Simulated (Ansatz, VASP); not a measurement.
Rh in VASP and in Ansatz

```
Rh
1.0
     2.73098    0.00000    0.00000
    -1.36549    2.36510    0.00000
     0.00000    0.00000    4.42849
Rh
2
Cartesian
  1.2948 0.7177 3.3214
  0.0000 1.5767 1.1071
```

Alike in both runs: task single point; functional PBEsol; k mesh 18 × 18 × 12; occupations gaussian, width 0.15 eV; no spin polarisation.

|  | VASP | Ansatz |
| --- | --- | --- |
| version | VASP 6.6.1 | Ansatz 0.2.0 |
| potentials or method | VASP PAW PBE potentials, release 64 (Rh_pv), cutoff 520 eV | scalar-relativistic, plane waves, PAW |
| valence electrons in the cell | 30 | 34 |

```csv
,VASP,Ansatz,Ansatz less VASP
gap on the k mesh at the Fermi level (eV),none,none,-
pressure (GPa),-13.3,-13.4,-0.06
"traceless stress, the component that is largest in VASP (GPa)",1.04,1.04,0.000
rms of the force components (eV/Å),0.204,0.204,+0.0002
```

VASP's potentials were made for PBE, not for PBEsol. Atom by atom the forces differ by 0.000 eV/Å (rms over components). A gap of «none» marks a metal or a gap that the smearing closes. VASP's potentials hold 30 valence electrons a cell and Ansatz's 34, so a difference there can come from the potentials and not from the codes.
